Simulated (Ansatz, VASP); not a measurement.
TiTe2: VASP beside Ansatz

```
CELL_PARAMETERS angstrom
0.00000 3.44012 3.44012
3.44012 0.00000 3.44012
3.44012 3.44012 0.00000
ATOMIC_POSITIONS crystal
Ti 0.00000 0.00000 0.00000
Te 0.25000 0.25000 0.25000
Te 0.75000 0.75000 0.75000
```

Alike in both runs: task single point; functional r2SCAN; dispersion rVV10; k mesh 4 × 4 × 4; occupations fermi-dirac, width 0.02 eV; no spin polarisation.

|  | VASP | Ansatz |
| --- | --- | --- |
| version | VASP 6.6.1 | Ansatz 0.2.0 |
| potentials or method | VASP PAW PBE potentials, release 64 (Ti_sv, Te) | plane waves |
| plane-wave cutoff (eV) | 520 | 500 |
| valence electrons in the cell | 24 | 44 |

Ansatz gave:

| Property | Result |
| --- | --- |
| pressure (GPa) | -0.5 |

Q: Which values does VASP return?

A: Pressure (GPa): -0.2.

VASP's potentials were made for PBE, not for r2SCAN. VASP's potentials hold 24 valence electrons a cell and Ansatz's 44, so a difference there can come from the potentials and not from the codes.

The k mesh is coarse, so the values compare programs but aren't converged. Neither program's run includes spin-orbit coupling.
